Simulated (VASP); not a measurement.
TiO: single point with PBEsol

TiO:

```
CELL_PARAMETERS angstrom
2.84749 0.00000 0.00000
-1.42375 2.46600 0.00000
0.00000 0.00000 2.84106
ATOMIC_POSITIONS crystal
Ti 0.66667 0.33333 0.00000
O 0.00000 0.00000 0.50000
```

This cell differs from its parent crystal: volume scaled by 1.06, then relaxed in part.

```yaml
Program: VASP 6.6.1
Task: single point
Functional: PBEsol
Potentials_or_basis: VASP PAW PBE potentials, release 64 (Ti_sv, O)
Cutoff: 520 eV
k_mesh: 18 × 18 × 16
Occupations: gaussian, width 0.1 eV
Spin: no spin polarisation
```

* Pressure: -12.6 GPa
* Band gap on the k mesh: zero (band 9 reaches 10.90 eV, above the bottom of band 10 at 10.84 eV)

Stress tensor (GPa, compression positive):
```
-12.65   0.00   0.00
  0.00 -12.65   0.00
  0.00   0.00 -12.49
```

Levels at points of the mesh, in eV from the Fermi level:
```tsv
k point	band 5	band 6	band 7	band 8	band 9	band 10	band 11	band 12	band 13	band 14
(0.00, 0.00, 0.00)	-21.62	-5.55	-5.55	-5.31	-2.87	1.31	1.60	1.60	2.00	2.00
(0.50, 0.00, 0.00)	-20.40	-8.81	-6.31	-5.31	-2.38	1.54	1.84	2.65	2.81	6.03
(0.00, 0.00, 0.50)	-20.44	-9.16	-5.19	-5.19	0.01	0.01	0.80	1.79	1.79	6.49
(0.50, 0.00, 0.50)	-20.48	-7.87	-7.74	-6.47	-0.74	1.62	2.79	2.90	3.37	8.07
```

It took 84 s on 1 thread of Intel(R) Xeon(R) Platinum 8488C (Sapphire Rapids), with other jobs on the host, peak memory 0.22 GiB.

Caveat: the PAW data sets were made with another functional, which shifts forces and pressure a little; semilocal functionals often make such compounds metallic where correlation or magnetic order opens a gap, which also shifts bond lengths.
